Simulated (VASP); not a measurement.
# Rh (Fm-3m) in VASP: further runs, part 2 of 2

VASP 6.6.1. The steps go on from the part before.

### Step 3. Single point, LDA, collinear spin, ferromagnetic start (12.43 Å³/atom)

File INCAR:

```
PREC = Accurate
ENCUT = 520
EDIFF = 1E-7
ISMEAR = 0
SIGMA = 0.15
LREAL = False
LASPH = True
NELM = 150
ALGO = Fast
ISIF = 2
LWAVE = False
LCHARG = True
ISPIN = 2
MAGMOM = 0.625
LORBIT = 11
NUPDOWN = 0.625
LMAXMIX = 4
LELF = True
LVHAR = True
NBANDS = 18
```

File KPOINTS:

```
Automatic mesh
0
Gamma
  22 22 22
```

File POSCAR:

```
Rh
1.0
    0.0000000000      1.8387187836      1.8387187836
    1.8387187836      0.0000000000      1.8387187836
    1.8387187836      1.8387187836      0.0000000000
Rh
1
Direct
    0.0000000000      0.0000000000      0.0000000000
```

Potentials or basis: VASP PAW LDA potentials, release 64 (Rh_pv).

The run is started by

```sh
cat potpaw_LDA.64/Rh_pv/POTCAR > POTCAR
mpirun -np 1 vasp_std > vasp.out
```

OUTCAR:

```text
PREC = Accurate
   ENCUT = 520
   EDIFF = 1E-7
   ISMEAR = 0
   LREAL = False
   LASPH = True
   NELM = 150
   ISIF = 2
   ISPIN = 2
   LORBIT = 11
   NUPDOWN = 0.625

 ion  position               nearest neighbor table
   1  0.000  0.000  0.000-

  LATTYP: Found a face centered cubic cell.
 ALAT       =     3.6774375672

  Lattice vectors:

 A1 = (   0.0000000000,   1.8387187836,   1.8387187836)
 A2 = (   1.8387187836,   0.0000000000,   1.8387187836)
 A3 = (   1.8387187836,   1.8387187836,   0.0000000000)

Analysis of symmetry for initial positions (statically):
=====================================================================
 Subroutine PRICEL returns:
 Original cell was already a primitive cell.

 Routine SETGRP: Setting up the symmetry group for a
 face centered cubic supercell.

 Subroutine GETGRP returns: Found 48 space group operations
 (whereof 48 operations were pure point group operations)
 out of a pool of 48 trial point group operations.

The static configuration has the point symmetry O_h .

Analysis of symmetry for dynamics (positions and initial velocities):
=====================================================================
 Subroutine PRICEL returns:
 Original cell was already a primitive cell.

 Routine SETGRP: Setting up the symmetry group for a
 face centered cubic supercell.

 Subroutine GETGRP returns: Found 48 space group operations
 (whereof 48 operations were pure point group operations)
 out of a pool of 48 trial point group operations.

The dynamic configuration has the point symmetry O_h .

Analysis of structural, dynamic, and magnetic symmetry:
=====================================================================
 Subroutine PRICEL returns:
 Original cell was already a primitive cell.

 Routine SETGRP: Setting up the symmetry group for a
 face centered cubic supercell.

 Subroutine GETGRP returns: Found 48 space group operations
 (whereof 48 operations were pure point group operations)
 out of a pool of 48 trial point group operations.

The overall configuration has the point symmetry O_h .

 Subroutine INISYM returns: Found 48 space group operations
 (whereof 48 operations are pure point group operations),
 and found     1 'primitive' translations

----------------------------------------------------------------------------------------

                                     Primitive cell

  volume of cell :      12.4330

  direct lattice vectors                    reciprocal lattice vectors
     0.000000000  1.838718784  1.838718784    -0.271928478  0.271928478  0.271928478
     1.838718784  0.000000000  1.838718784     0.271928478 -0.271928478  0.271928478
     1.838718784  1.838718784  0.000000000     0.271928478  0.271928478 -0.271928478

  length of vectors
     2.600341041  2.600341041  2.600341041     0.470993940  0.470993940  0.470993940

  position of ions in fractional coordinates (direct lattice)
     0.000000000  0.000000000  0.000000000

  ion indices of the primitive-cell ions
   primitive index   ion index
                 1           1

----------------------------------------------------------------------------------------

 KPOINTS: Automatic mesh

Automatic generation of k-mesh.
 Grid dimensions read from file:
 generate k-points for:   22   22   22

[... 49 lines left out ...]
   dimension x,y,z NGXF=    40 NGYF=   40 NGZF=   40
   ions per type =               1
   NGX,Y,Z   is equivalent  to a cutoff of  12.79, 12.79, 12.79 a.u.
   NGXF,Y,Z  is equivalent  to a cutoff of  25.57, 25.57, 25.57 a.u.
 SYSTEM =  unknown system
   PREC   = accura    normal or accurate (medium, high low for compatibility)
   ISTART =      0    job   : 0-new  1-cont  2-samecut
   ICHARG =      2    charge: 1-file 2-atom 10-const
   ISPIN  =      2    spin polarized calculation?
   LNONCOLLINEAR =      F non collinear calculations
   LSORBIT =      F    spin-orbit coupling
   LASPH  =      T    aspherical Exc in radial PAW
   ENCUT  =  520.0 eV  38.22 Ry    6.18 a.u.   4.83  4.83  4.83*2*pi/ulx,y,z
   NELM   =    150;   NELMIN=  2; NELMDL= -5     # of ELM steps
   EDIFF  = 0.1E-06   stopping-criterion for ELM
   LREAL  =      F    real-space projection
   EDIFFG = 0.1E-05   stopping-criterion for IOM
   NSW    =      0    number of steps for IOM
   IBRION =     -1    ionic relax: 0-MD 1-quasi-New 2-CG
   NFREE  =      0    steps in history (QN), initial steepest desc. (CG)
   ISIF   =      2    stress and relaxation
   ISYM   =      2    0-nonsym 1-usesym 2-fastsym
   POTIM  = 0.5000    time-step for ionic-motion
   TEBEG  =    0.0;   TEEND  =   0.0 temperature during run
   PSTRESS=    0.0 pullay stress
   NELECT =      15.0000    total number of electrons
   NUPDOWN=       0.6250    fix difference up-down
   EMIN   =  10.00;   EMAX   =-10.00  energy-range for DOS
   EFERMI =   0.00;   METHOD = LEGACY
   ISMEAR =     0;   SIGMA  =   0.15  broadening in eV -4-tet -1-fermi 0-gaus
   EFERMI_NEDOS =   21; number of points for ismear=-14 and -15
   IALGO  =     68    algorithm
   IMIX   =      4    mixing-type and parameters
     AMIX     =   0.40;   BMIX     =  1.00
     AMIX_MAG =   1.60;   BMIX_MAG =  1.00
  volume/ion in A,a.u.               =      12.43        83.90
  Fermi-wavevector in a.u.,A,eV,Ry     =   1.742796  3.293407 41.325501  3.037339
  Thomas-Fermi vector in A             =   2.814992
   LORBIT       =     11    0 simple, 1 ext, 2 COOP (PROOUT), +10 PAW based schemes
   GGA     = CA    functional components
   LHFCALC =     F    Hartree Fock is set to
   AEXX    =    0.0000 exact exchange contribution
   IVDW    =     0    specifies the selected vdW correction
   LEPSILON=     F    determine dielectric tensor
   LRPA    =     F    only Hartree local field effects (RPA)
 spin polarized calculation
 RMM-DIIS sequential band-by-band and
 Gauss-broadening in eV      SIGMA  =   0.15
  energy-cutoff  :      520.00
  volume of cell :       12.43
 maximum number of plane-waves:       344
   NGX =  9   NGY =  9   NGZ =  9

 number of electron      14.9999998 magnetization       0.6250000

 Free energy of the ion-electron system (eV)
  ---------------------------------------------------
  ext. energy  EPLUGINS =         0.00000000
  ---------------------------------------------------
  free energy    TOTEN  =        -8.51846907 eV

  energy without entropy =       -8.50252862  energy(sigma->0) =       -8.51049884

 E-fermi :  13.2781     XC(G=0): -14.9972

 val. band max:       13.9767380549   @ k =  -0.4091   0.1364   0.0455
 cond. band min:      13.2796903910   @ k =   0.3182   0.0455   0.0000
 fundamental gap:     -0.6970476639
 Fermi energy:        13.9794852019

 spin component 1

 k-point     1 :       0.0000    0.0000    0.0000
  band No.  band energies     occupation
      1     -32.8492      1.00000
      2     -32.8492      1.00000
      3     -32.8492      1.00000
      4       4.8139      1.00000
      5       9.8860      1.00000
      6       9.8860      1.00000
[... 493 lines left out ...]
     17      47.5544      0.00000
     18      54.1769      0.00000

 [... further k-points ...]

 spin component 2

 k-point     1 :       0.0000    0.0000    0.0000
  band No.  band energies     occupation
      1     -32.3992      1.00000
      2     -32.3992      1.00000
      3     -32.3992      1.00000
      4       4.9665      1.00000
      5      10.2569      1.00000
      6      10.2569      1.00000
[... 493 lines left out ...]
     17      47.7181      0.00000
     18      54.2862      0.00000

 [... further k-points ...]

------------------------ aborting loop because EDIFF is reached ----------------------------------------

  FORCE on cell =-STRESS in cart. coord.  units (eV):
  Direction    XX          YY          ZZ          XY          YZ          ZX
  --------------------------------------------------------------------------------------
  -------------------------------------------------------------------------------------
  Total        2.1702951      2.1702951      2.1702951      0.0000000      0.0000000      0.0000000
  in kB      279.6748720    279.6748720    279.6748720      0.0000000      0.0000000      0.0000000
  external PRESSURE =     279.6748720 kB  Pullay stress =       0.0000000 kB

 VOLUME and BASIS-vectors are now :
 -----------------------------------------------------------------------------
  energy-cutoff  :      520.00
  volume of cell :       12.43
      direct lattice vectors                 reciprocal lattice vectors
     0.000000000  1.838718784  1.838718784    -0.271928478  0.271928478  0.271928478
     1.838718784  0.000000000  1.838718784     0.271928478 -0.271928478  0.271928478
     1.838718784  1.838718784  0.000000000     0.271928478  0.271928478 -0.271928478

 POSITION                                       TOTAL-FORCE (eV/Angst)
 -----------------------------------------------------------------------------------
      0.00000      0.00000      0.00000         0.000000      0.000000      0.000000
 -----------------------------------------------------------------------------------
    total drift:                                0.000000      0.000000      0.000000

  FREE ENERGIE OF THE ION-ELECTRON SYSTEM (eV)
  ---------------------------------------------------
  free  energy   TOTEN  =        -8.5184690684 eV

  energy  without entropy=       -8.5025286182  energy(sigma->0) =       -8.51049884

 total charge

# of ion       s       p       d       tot
------------------------------------------
    1        0.461   6.373   7.166  14.000

 magnetization (x)

# of ion       s       p       d       tot
------------------------------------------
    1        0.002   0.008   0.597   0.608
```

Run time: 2 min. Hardware: 1 thread of Intel Xeon 6975P-C (Granite Rapids), shared host; peak memory 0.2 GiB.

What came out:

```yaml
Free_energy: -8.5185 eV
Pressure: 28.0 GPa
Net_moment: 0.62 μB per cell
Site_moments: Rh +0.61 μB
Valence_electrons_inside_the_program's_atomic_spheres: Rh 14.00
```

Caveat: the cell stands under pressure; the total moment is fixed, so each spin has its own Fermi level and the state may be an excited one.

### Step 4. Single point, LDA, collinear spin, ferromagnetic start (13.23 Å³/atom)

This run uses another cell than the first one, of 13.23 Å³/atom.

File INCAR:

```
SYSTEM = Rh
ALGO = Normal
EDIFF = 1E-7
ENCUT = 520
GGA = CA
ISIF = 2
ISMEAR = 0
ISPIN = 2
LASPH = .TRUE.
LCHARG = .FALSE.
LMAXMIX = 4
LORBIT = 11
LREAL = .FALSE.
LWAVE = .FALSE.
MAGMOM = 0.25
NBANDS = 18
NELM = 150
NUPDOWN = 0.25
PREC = Accurate
SIGMA = 0.15
```

File KPOINTS:

```
k-points
0
G
  22 22 22
  0 0 0
```

File POSCAR:

```
Rh
1.0
    0.0000000000      1.8770352617      1.8770352617
    1.8770352617      0.0000000000      1.8770352617
    1.8770352617      1.8770352617      0.0000000000
Rh
1
Direct
    0.0000000000      0.0000000000      0.0000000000
```

The run is started by

```sh
cat potpaw_LDA.64/Rh_pv/POTCAR > POTCAR
mpirun -np 1 vasp_std > vasp.out
```

It took 1.7 min on 1 thread of Intel Xeon 6975P-C (Granite Rapids), shared host; peak memory 0.21 GiB.

It converged, with:

```
Free energy                                           : -8.6756 eV
Pressure                                              : 1.4 GPa
Net moment                                            : 0.25 μB per cell
Site moments                                          : Rh +0.24 μB
Valence electrons inside the program's atomic spheres : Rh 13.86
```

Caveat: the total moment is fixed, so each spin has its own Fermi level and the state may be an excited one.

### Step 5. Overview

| spin | fixed moment (μB) | cell | pressure (GPa) | moment (μB) |
| --- | --- | --- | --- | --- |
| collinear | 0.125 | a = 2.600 Å, angles 60.0°, 1 atom | 24.2 | 0.12 |
| collinear, ferromagnetic start | 0.625 | a = 2.600 Å, angles 60.0°, 1 atom | 28.0 | 0.62 |
| collinear, ferromagnetic start | 0.25 | a = 2.655 Å, angles 60.0°, 1 atom | 1.4 | 0.25 |

Alike in all rows: task single point; level LDA; potentials or basis VASP PAW LDA potentials, release 64 (Rh_pv); k mesh 22 × 22 × 22; cutoff (eV) 520; smearing gaussian 0.15 eV.

Caveats: the total moment is fixed, so each spin has its own Fermi level and the state may be an excited one; the cell stands under pressure (at least some runs).

Total energies depend on the potentials used, so only differences within one code and one set of settings carry meaning.
